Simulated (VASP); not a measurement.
MgS, 4 atoms in the cell. The structure is hexagonal, space group P6_3mc (No. 186). The conventional cell has a = 3.716 Å, b = 3.716 Å, c = 5.098 Å, α = 90.00°, β = 90.00°, γ = 120.00°. Mg (site symmetry 3m) has 4 S at 1.73 to 2.29 Å within 2.3 Å. Within 2.3 Å of S (site symmetry 3m) lie 4 Mg at 1.73 to 2.29 Å.  This cell differs from its parent crystal: O replaced by S, lengths x 1.113, strained.

- Program: VASP 6.6.1
- Task: single point
- Functional: PBEsol
- Potentials or basis: VASP PAW PBE potentials, release 64 (Mg, S)
- Cutoff: 520 eV
- k mesh: 6 × 6 × 4
- Occupations: gaussian, width 0.1 eV
- Spin: no spin polarisation
- Dipole correction: no
- Further INCAR settings: ALGO = Normal; EDIFF = 1e-06; NBANDS = 16

Potentials or basis: VASP PAW PBE potentials, release 64 (Mg, S).

Launch:

```sh
$ cat potpaw_PBE.64/Mg/POTCAR potpaw_PBE.64/S/POTCAR > POTCAR
$ mpirun -np 1 vasp_std > vasp.out
```

Hardware: 1 thread of Intel(R) Xeon(R) 6975P-C (Granite Rapids), on a shared host.

Estimate the wall time of this run.

Run time: 8.5 s on 1 thread of Intel(R) Xeon(R) 6975P-C (Granite Rapids), on a shared host, peak memory 0.18 GiB. Counts: scf iterations 13, k points 21.
